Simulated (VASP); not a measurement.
# Zr3S2 (R32) in VASP: a series of runs

The runs below take Zr3S2 through single point, with PBEsol.

Everything below comes from runs of VASP 6.6.1. Logs are shortened: lines on timing, memory, paths and dates and some standing lists are left out, and cuts for length are marked.

**1. The cell of the first run**

Symmetry: R32, No. 155, trigonal system. Conventional cell: a = 5.729 Å, b = 5.729 Å, c = 10.304 Å, α = 90.00°, β = 90.00°, γ = 120.00°. Within 3.5 Å of Zr (site symmetry 2) lie 4 S at 2.57 to 2.58 Å and 8 Zr at 3.28 to 3.44 Å. Within 3.5 Å of S (site symmetry 3) lie 6 Zr at 2.57 to 2.58 Å and 4 S at 3.31 to 3.40 Å.

**2. Single point, PBEsol**

INCAR

```
SYSTEM = Zr3S2
ALGO = Normal
EDIFF = 1E-6
ENCUT = 520
GGA = PS
ISIF = 2
ISMEAR = 0
LASPH = .TRUE.
LCHARG = .FALSE.
LREAL = .FALSE.
LWAVE = .FALSE.
NBANDS = 32
NELM = 80
PREC = Accurate
SIGMA = 0.1
```

KPOINTS

```
k-points
0
G
  12 12 12
  0 0 0
```

POSCAR

```
Zr3S2
1.0
    2.8645729391      1.6538619575      3.4346977122
   -2.8645729391      1.6538619575      3.4346977122
    0.0000000000     -3.3077239149      3.4346977123
Zr S
3 2
Direct
    0.1618381769      0.8381618231      0.5000000000
    0.5000000000      0.1618381769      0.8381618231
    0.8381618231      0.5000000000      0.1618381769
    0.3349612436      0.3349612436      0.3349612436
    0.6650387564      0.6650387564      0.6650387564
```

Potentials or basis: VASP PAW PBE potentials, release 64 (Zr_sv, S).

Run with:

```console
> cat potpaw_PBE.64/Zr_sv/POTCAR potpaw_PBE.64/S/POTCAR > POTCAR
> mpirun -np 1 vasp_std > vasp.out
```

OUTCAR:

```text
SYSTEM = Zr3S2
   EDIFF = 1E-6
   ENCUT = 520
   GGA = PS
   ISIF = 2
   ISMEAR = 0
   LASPH = .TRUE.
   LREAL = .FALSE.
   NELM = 80
   PREC = Accurate

 ion  position               nearest neighbor table
   1  0.162  0.838  0.500-   4 2.57   5 2.57   5 2.58   4 2.58   2 3.28   3 3.28   3 3.28   2 3.28
                             3 3.36   2 3.36   2 3.44   3 3.44
   2  0.500  0.162  0.838-   4 2.57   5 2.57   5 2.58   4 2.58   1 3.28   1 3.28   3 3.28   3 3.28
                             3 3.36   1 3.36   3 3.44   1 3.44
   3  0.838  0.500  0.162-   5 2.57   4 2.57   4 2.58   5 2.58   1 3.28   1 3.28   2 3.28   2 3.28
                             2 3.36   1 3.36   2 3.44   1 3.44
   4  0.335  0.335  0.335-   1 2.57   2 2.57   3 2.57   3 2.58   2 2.58   1 2.58
   5  0.665  0.665  0.665-   1 2.57   3 2.57   2 2.57   2 2.58   3 2.58   1 2.58

  LATTYP: Found a trigonal (rhomboedric) cell.
 ALAT       =     4.7684573891
 COS(alpha) =     0.2782380996

  Lattice vectors:

 A1 = (   2.8645729391,   1.6538619575,   3.4346977122)
 A2 = (  -2.8645729391,   1.6538619575,   3.4346977122)
 A3 = (   0.0000000000,  -3.3077239149,   3.4346977123)

Analysis of symmetry for initial positions (statically):
=====================================================================
 Subroutine PRICEL returns:
 Original cell was already a primitive cell.

 Routine SETGRP: Setting up the symmetry group for a
 trigonal (rhombohedral) supercell.

 Subroutine GETGRP returns: Found  6 space group operations
 (whereof  6 operations were pure point group operations)
 out of a pool of 12 trial point group operations.

The static configuration has the point symmetry D_3 .

Analysis of symmetry for dynamics (positions and initial velocities):
=====================================================================
 Subroutine PRICEL returns:
 Original cell was already a primitive cell.

 Routine SETGRP: Setting up the symmetry group for a
 trigonal (rhombohedral) supercell.

 Subroutine GETGRP returns: Found  6 space group operations
 (whereof  6 operations were pure point group operations)
 out of a pool of 12 trial point group operations.

The dynamic configuration has the point symmetry D_3 .

 Subroutine INISYM returns: Found  6 space group operations
 (whereof  6 operations are pure point group operations),
 and found     1 'primitive' translations

----------------------------------------------------------------------------------------

                                     Primitive cell

  volume of cell :      97.6335

  direct lattice vectors                    reciprocal lattice vectors
     2.864572939  1.653861957  3.434697712     0.174546088  0.100774231  0.097048812
    -2.864572939  1.653861957  3.434697712    -0.174546088  0.100774231  0.097048812
     0.000000000 -3.307723915  3.434697712     0.000000000 -0.201548462  0.097048812

  length of vectors
     4.768457389  4.768457389  4.768457389     0.223696791  0.223696791  0.223696791

  position of ions in fractional coordinates (direct lattice)
     0.161838177  0.838161823  0.500000000
     0.500000000  0.161838177  0.838161823
     0.838161823  0.500000000  0.161838177
     0.334961244  0.334961244  0.334961244
     0.665038756  0.665038756  0.665038756

  ion indices of the primitive-cell ions
   primitive index   ion index
                 1           1
                 2           2
                 3           3
                 4           4
                 5           5

----------------------------------------------------------------------------------------

 KPOINTS: k-points

Automatic generation of k-mesh.
 Grid dimensions read from file:
 generate k-points for:   12   12   12

 Generating k-lattice:

  Cartesian coordinates                     Fractional coordinates (reciprocal lattice)
     0.014545507  0.008397853  0.008087401     0.083333333 -0.000000000 -0.000000000
    -0.014545507  0.008397853  0.008087401    -0.000000000  0.083333333 -0.000000000
     0.000000000 -0.016795705  0.008087401     0.000000000  0.000000000  0.083333333

  Length of vectors
     0.018641399  0.018641399  0.018641399

  Shift w.r.t. Gamma in fractional coordinates (k-lattice)
     0.000000000  0.000000000  0.000000000

 Subroutine IBZKPT returns following result:
 ===========================================

 Found    189 irreducible k-points:

 Following reciprocal coordinates:
            Coordinates               Weight
  0.000000  0.000000  0.000000      1.000000
  0.083333 -0.000000 -0.000000      6.000000
  0.166667 -0.000000  0.000000      6.000000
  0.250000 -0.000000  0.000000      6.000000
  0.333333 -0.000000  0.000000      6.000000
  0.416667 -0.000000  0.000000      6.000000
[... 16 lines left out ...]
  0.500000  0.166667  0.000000     12.000000
 -0.416667  0.166667  0.000000     12.000000
 [... further k-points ...]
   k-points           NKPTS =    189   k-points in BZ     NKDIM =    189   number of bands    NBANDS=     32
   number of dos      NEDOS =    301   number of ions     NIONS =      5
   total plane-waves  NPLWV =  46656
   dimension x,y,z NGX =    36 NGY =   36 NGZ =   36
   dimension x,y,z NGXF=    72 NGYF=   72 NGZF=   72
   ions per type =               3   2
   NGX,Y,Z   is equivalent  to a cutoff of  12.55, 12.55, 12.55 a.u.
   NGXF,Y,Z  is equivalent  to a cutoff of  25.10, 25.10, 25.10 a.u.
 SYSTEM =  Zr3S2
   PREC   = accura    normal or accurate (medium, high low for compatibility)
   ISTART =      0    job   : 0-new  1-cont  2-samecut
   ICHARG =      2    charge: 1-file 2-atom 10-const
   ISPIN  =      1    spin polarized calculation?
   LNONCOLLINEAR =      F non collinear calculations
   LSORBIT =      F    spin-orbit coupling
   LASPH  =      T    aspherical Exc in radial PAW
   ENCUT  =  520.0 eV  38.22 Ry    6.18 a.u.   8.87  8.87  8.87*2*pi/ulx,y,z
   NELM   =     80;   NELMIN=  2; NELMDL= -5     # of ELM steps
   EDIFF  = 0.1E-05   stopping-criterion for ELM
   LREAL  =      F    real-space projection
   EDIFFG = 0.1E-04   stopping-criterion for IOM
   NSW    =      0    number of steps for IOM
   IBRION =     -1    ionic relax: 0-MD 1-quasi-New 2-CG
   NFREE  =      0    steps in history (QN), initial steepest desc. (CG)
   ISIF   =      2    stress and relaxation
   ISYM   =      2    0-nonsym 1-usesym 2-fastsym
   POTIM  = 0.5000    time-step for ionic-motion
   TEBEG  =    0.0;   TEEND  =   0.0 temperature during run
   PSTRESS=    0.0 pullay stress
   NELECT =      48.0000    total number of electrons
   NUPDOWN=      -1.0000    fix difference up-down
   EMIN   =  10.00;   EMAX   =-10.00  energy-range for DOS
   EFERMI =   0.00;   METHOD = LEGACY
   ISMEAR =     0;   SIGMA  =   0.10  broadening in eV -4-tet -1-fermi 0-gaus
   EFERMI_NEDOS =   21; number of points for ismear=-14 and -15
   IALGO  =     38    algorithm
   IMIX   =      4    mixing-type and parameters
     AMIX     =   0.40;   BMIX     =  1.00
     AMIX_MAG =   1.60;   BMIX_MAG =  1.00
  volume/ion in A,a.u.               =      19.53       131.77
  Fermi-wavevector in a.u.,A,eV,Ry     =   1.292079  2.441675 22.714480  1.669467
  Thomas-Fermi vector in A             =   2.423809
   LORBIT       =      0    0 simple, 1 ext, 2 COOP (PROOUT), +10 PAW based schemes
   GGA     = PS    functional components
   LHFCALC =     F    Hartree Fock is set to
   AEXX    =    0.0000 exact exchange contribution
   IVDW    =     0    specifies the selected vdW correction
   LEPSILON=     F    determine dielectric tensor
   LRPA    =     F    only Hartree local field effects (RPA)
 non-spin polarized calculation
 Gauss-broadening in eV      SIGMA  =   0.10
  energy-cutoff  :      520.00
  volume of cell :       97.63
 maximum number of plane-waves:      2653
   NGX = 17   NGY = 17   NGZ = 17

 number of electron      48.0000002 magnetization

 Free energy of the ion-electron system (eV)
  ---------------------------------------------------
  ext. energy  EPLUGINS =         0.00000000
  ---------------------------------------------------
  free energy    TOTEN  =       -41.94154103 eV

  energy without entropy =      -41.92950837  energy(sigma->0) =      -41.93552470

 E-fermi :   9.2196     XC(G=0): -11.2343

 val. band max:        9.2182836958   @ k =   0.4167   0.3333   0.3333
 cond. band min:       9.2208953445   @ k =   0.2500   0.1667   0.0833
 fundamental gap:      0.0026116487
 Fermi energy:         9.2195878115

 k-point     1 :       0.0000    0.0000    0.0000
  band No.  band energies     occupation
      1     -39.6633      2.00000
      2     -39.5679      2.00000
      3     -39.5679      2.00000
      4     -17.8950      2.00000
      5     -17.8884      2.00000
      6     -17.8884      2.00000
[... 24 lines left out ...]
     31      12.6840      0.00000
     32      12.9616      0.00000

 k-point     2 :       0.0833   -0.0000   -0.0000
  band No.  band energies     occupation
      1     -39.6615      2.00000
      2     -39.5706      2.00000
      3     -39.5671      2.00000
      4     -17.9294      2.00000
      5     -17.9130      2.00000
      6     -17.8909      2.00000
[... 24 lines left out ...]
     31      12.8299      0.00000
     32      13.0065      0.00000

 k-point     3 :       0.1667   -0.0000    0.0000
  band No.  band energies     occupation
      1     -39.6564      2.00000
      2     -39.5752      2.00000
      3     -39.5674      2.00000
      4     -17.9602      2.00000
      5     -17.9462      2.00000
      6     -17.9063      2.00000
[... 24 lines left out ...]
     31      12.8246      0.00000
     32      13.0762      0.00000

 k-point     4 :       0.2500   -0.0000    0.0000
  band No.  band energies     occupation
      1     -39.6484      2.00000
      2     -39.5821      2.00000
      3     -39.5684      2.00000
      4     -17.9767      2.00000
      5     -17.9757      2.00000
      6     -17.9178      2.00000
[... 24 lines left out ...]
     31      12.7780      0.00000
     32      13.1136      0.00000

 k-point     5 :       0.3333   -0.0000    0.0000
  band No.  band energies     occupation
      1     -39.6381      2.00000
      2     -39.5911      2.00000
      3     -39.5696      2.00000
      4     -17.9992      2.00000
      5     -17.9814      2.00000
      6     -17.9150      2.00000
[... 584 lines left out ...]
     31      12.9218      0.00000
     32      13.0788      0.00000

 k-point    22 :       0.4167    0.1667    0.0000
  band No.  band energies     occupation
      1     -39.6294      2.00000
      2     -39.5956      2.00000
      3     -39.5733      2.00000
      4     -18.0229      2.00000
      5     -17.9670      2.00000
      6     -17.9535      2.00000
[... 24 lines left out ...]
     31      12.8200      0.00000
     32      13.1344      0.00000

 k-point    23 :       0.5000    0.1667    0.0000
  band No.  band energies     occupation
      1     -39.6179      2.00000
      2     -39.6050      2.00000
      3     -39.5755      2.00000
      4     -18.0044      2.00000
      5     -17.9801      2.00000
      6     -17.9391      2.00000
[... 24 lines left out ...]
     31      12.6594      0.00000
     32      13.0949      0.00000

 k-point    24 :      -0.4167    0.1667    0.0000
  band No.  band energies     occupation
      1     -39.6161      2.00000
      2     -39.6055      2.00000
      3     -39.5769      2.00000
      4     -17.9945      2.00000
      5     -17.9783      2.00000
      6     -17.9174      2.00000
[... 24 lines left out ...]
     31      12.4709      0.00000
     32      13.0494      0.00000

 [... further k-points ...]

------------------------ aborting loop because EDIFF is reached ----------------------------------------

  FORCE on cell =-STRESS in cart. coord.  units (eV):
  Direction    XX          YY          ZZ          XY          YZ          ZX
  --------------------------------------------------------------------------------------
  -------------------------------------------------------------------------------------
  Total        0.0470938      0.0470938      0.1459015      0.0000000      0.0000000      0.0000000
  in kB        0.7728155      0.7728155      2.3942609      0.0000000      0.0000000      0.0000000
  external PRESSURE =       1.3132973 kB  Pullay stress =       0.0000000 kB

 VOLUME and BASIS-vectors are now :
 -----------------------------------------------------------------------------
  energy-cutoff  :      520.00
  volume of cell :       97.63
      direct lattice vectors                 reciprocal lattice vectors
     2.864572939  1.653861957  3.434697712     0.174546088  0.100774231  0.097048812
    -2.864572939  1.653861957  3.434697712    -0.174546088  0.100774231  0.097048812
     0.000000000 -3.307723915  3.434697712     0.000000000 -0.201548462  0.097048812

 POSITION                                       TOTAL-FORCE (eV/Angst)
 -----------------------------------------------------------------------------------
     -1.93738      0.00000      5.15205        -0.012223     -0.000000      0.000000
      0.96869     -1.67782      5.15205         0.006112     -0.010586      0.000000
      0.96869      1.67782      5.15205         0.006112      0.010586     -0.000000
      0.00000      0.00000      3.45147         0.000000      0.000000      0.002991
      0.00000      0.00000      6.85262         0.000000     -0.000000     -0.002991
 -----------------------------------------------------------------------------------
    total drift:                                0.000000     -0.000000      0.000000

  FREE ENERGIE OF THE ION-ELECTRON SYSTEM (eV)
  ---------------------------------------------------
  free  energy   TOTEN  =       -41.9415410273 eV

  energy  without entropy=      -41.9295083664  energy(sigma->0) =      -41.93552470
```

Run time: 13 min. Hardware: 1 thread of Intel Xeon 8259CL, shared host; peak memory 0.54 GiB.

What came out:

* Free energy: -41.9415 eV
* Pressure: 0.1 GPa
* Largest force: 0.012 eV/Å
* Band gap on the k mesh: zero (bands 24 and 25 overlap by 0.34 eV)

Forces in eV/Å, atoms in the order of the input:
```
Zr  -0.012  0.000  0.000
Zr   0.006 -0.011  0.000
Zr   0.006  0.011  0.000
S    0.000  0.000  0.003
S    0.000  0.000 -0.003
```

Caveat: the PAW data sets were made with another functional, which shifts forces and pressure a little.

**3. Single point, PBEsol**

INCAR

```
SYSTEM = Zr3S2
PREC = Accurate ; ENCUT = 520
EDIFF = 1E-7 ; ISMEAR = 0
SIGMA = 0.15 ; LREAL = .False.
LASPH = .True. ; NELM = 60
ALGO = Normal ; ISIF = 2
LWAVE = .False. ; LCHARG = .True.
GGA = PS ; LELF = .True.
LVHAR = .True. ; NBANDS = 32
```

KPOINTS

```
regular mesh
0
Gamma
  12 12 12
  0 0 0
```

POSCAR is that of step 2.

Potentials or basis: VASP PAW PBE potentials, release 64 (Zr_sv, S).

Run with:

```console
> cat potpaw_PBE.64/Zr_sv/POTCAR potpaw_PBE.64/S/POTCAR > POTCAR
> mpirun -np 1 vasp_std > vasp.out
```

OUTCAR:

```text
SYSTEM = Zr3S2
   PREC = Accurate
   ENCUT = 520
   EDIFF = 1E-7
   ISMEAR = 0
   LREAL = .False.
   LASPH = .True.
   NELM = 60
   ISIF = 2
   GGA = PS

 ion  position               nearest neighbor table
   1  0.162  0.838  0.500-   4 2.57   5 2.57   5 2.58   4 2.58   2 3.28   3 3.28   3 3.28   2 3.28
                             3 3.36   2 3.36   2 3.44   3 3.44
   2  0.500  0.162  0.838-   4 2.57   5 2.57   5 2.58   4 2.58   1 3.28   1 3.28   3 3.28   3 3.28
                             3 3.36   1 3.36   3 3.44   1 3.44
   3  0.838  0.500  0.162-   5 2.57   4 2.57   4 2.58   5 2.58   1 3.28   1 3.28   2 3.28   2 3.28
[... 1048 lines left out ...]
  -------------------------------------------------------------------------------------
  Total        0.0545926      0.0545926      0.1409918      0.0000000      0.0000000      0.0000000
  in kB        0.8958711      0.8958711      2.3136924      0.0000000      0.0000000      0.0000000
  external PRESSURE =       1.3684782 kB  Pullay stress =       0.0000000 kB

 VOLUME and BASIS-vectors are now :
 -----------------------------------------------------------------------------
  energy-cutoff  :      520.00
  volume of cell :       97.63
      direct lattice vectors                 reciprocal lattice vectors
     2.864572939  1.653861957  3.434697712     0.174546088  0.100774231  0.097048812
    -2.864572939  1.653861957  3.434697712    -0.174546088  0.100774231  0.097048812
     0.000000000 -3.307723915  3.434697712     0.000000000 -0.201548462  0.097048812

 POSITION                                       TOTAL-FORCE (eV/Angst)
 -----------------------------------------------------------------------------------
     -1.93738      0.00000      5.15205        -0.013454      0.000000     -0.000000
      0.96869     -1.67782      5.15205         0.006727     -0.011652      0.000000
      0.96869      1.67782      5.15205         0.006727      0.011652     -0.000000
      0.00000      0.00000      3.45147         0.000000      0.000000      0.002885
      0.00000      0.00000      6.85262         0.000000     -0.000000     -0.002885
 -----------------------------------------------------------------------------------
    total drift:                                0.000000     -0.000000      0.000000

  FREE ENERGIE OF THE ION-ELECTRON SYSTEM (eV)
  ---------------------------------------------------
  free  energy   TOTEN  =       -41.9490715644 eV

  energy  without entropy=      -41.9217127050  energy(sigma->0) =      -41.93539213
```

OSZICAR:

```text
N       E                     dE             d eps       ncg     rms          rms(c)
DAV:   1     0.442142741250E+03    0.44214E+03   -0.24929E+04 12112   0.147E+03
DAV:   2    -0.671683581169E+01   -0.44886E+03   -0.43255E+03 14120   0.411E+02
DAV:   3    -0.410737717592E+02   -0.34357E+02   -0.33553E+02 19232   0.905E+01
DAV:   4    -0.437749763932E+02   -0.27012E+01   -0.26899E+01 18096   0.222E+01
DAV:   5    -0.438706314203E+02   -0.95655E-01   -0.95638E-01 17480   0.410E+00    0.259E+01
DAV:   6    -0.420617562471E+02    0.18089E+01   -0.50529E+00 14448   0.112E+01    0.117E+01
DAV:   7    -0.419627061563E+02    0.99050E-01   -0.12718E+00 20080   0.493E+00    0.339E+00
DAV:   8    -0.419518759451E+02    0.10830E-01   -0.20603E-01 14416   0.206E+00    0.669E-01
DAV:   9    -0.419490333191E+02    0.28426E-02   -0.30805E-02 15456   0.779E-01    0.289E-01
DAV:  10    -0.419490917381E+02   -0.58419E-04   -0.43489E-03 17144   0.469E-01    0.538E-02
DAV:  11    -0.419490782318E+02    0.13506E-04   -0.20272E-04 16080   0.847E-02    0.563E-02
DAV:  12    -0.419490708082E+02    0.74237E-05   -0.44804E-05 17440   0.395E-02    0.158E-02
DAV:  13    -0.419490716058E+02   -0.79763E-06   -0.36443E-06 18160   0.122E-02    0.226E-03
DAV:  14    -0.419490715644E+02    0.41397E-07   -0.70732E-08 10456   0.195E-03
   1 F= -.41949072E+02 E0= -.41935392E+02  d E =-.273589E-01
```

stdout:

```text
POSCAR found type information on POSCAR ZrS
 POSCAR found :  2 types and       5 ions
 scaLAPACK will be used
 -----------------------------------------------------------------------------
|                                                                             |
|                                                                             |
|     You enforced a specific xc type in the INCAR file but a different       |
|     I HOPE YOU KNOW WHAT YOU ARE DOING!                                     |
|                                                                             |
 -----------------------------------------------------------------------------

 LDA part: xc-table for (Slater+PW92), standard interpolation
 POSCAR, INCAR and KPOINTS ok, starting setup
 FFT: planning ... GRIDC
 FFT: planning ... GRID_SOFT
 FFT: planning ... GRID
 WAVECAR not read
 entering main loop
```

Wall time 13 min (1 thread of Intel Xeon 8259CL, shared host); peak memory 0.54 GiB.

Results:

| Quantity | Value |
| --- | --- |
| Free energy | -41.9491 eV |
| Pressure | 0.1 GPa |
| Largest force | 0.013 eV/Å |
| Band gap on the k mesh | zero (bands 24 and 25 overlap by 0.34 eV) |

Forces on the atoms (eV/Å):
```
Zr  -0.013  0.000  0.000
Zr   0.007 -0.012  0.000
Zr   0.007  0.012  0.000
S    0.000  0.000  0.003
S    0.000  0.000 -0.003
```

Stress tensor (GPa, compression positive):
```
0.09 0.00 0.00
0.00 0.09 0.00
0.00 0.00 0.23
```

Levels at points of the mesh, in eV from the Fermi level:
```tsv
k point	band 21	band 22	band 23	band 24	band 25	band 26	band 27	band 28
(0.00, 0.00, 0.00)	-2.66	-1.94	0.12	0.12	0.71	0.71	2.14	2.89
(0.50, 0.00, 0.00)	-1.22	-1.16	-0.91	-0.70	-0.11	1.04	1.83	1.89
(0.50, 0.50, 0.00)	-1.98	-1.28	-0.84	-0.29	-0.03	0.93	1.98	2.10
(0.50, 0.50, 0.50)	-0.80	-0.36	-0.20	-0.20	0.32	0.32	1.12	1.12
```

Caveat: the PAW data sets were made with another functional, which shifts forces and pressure a little.
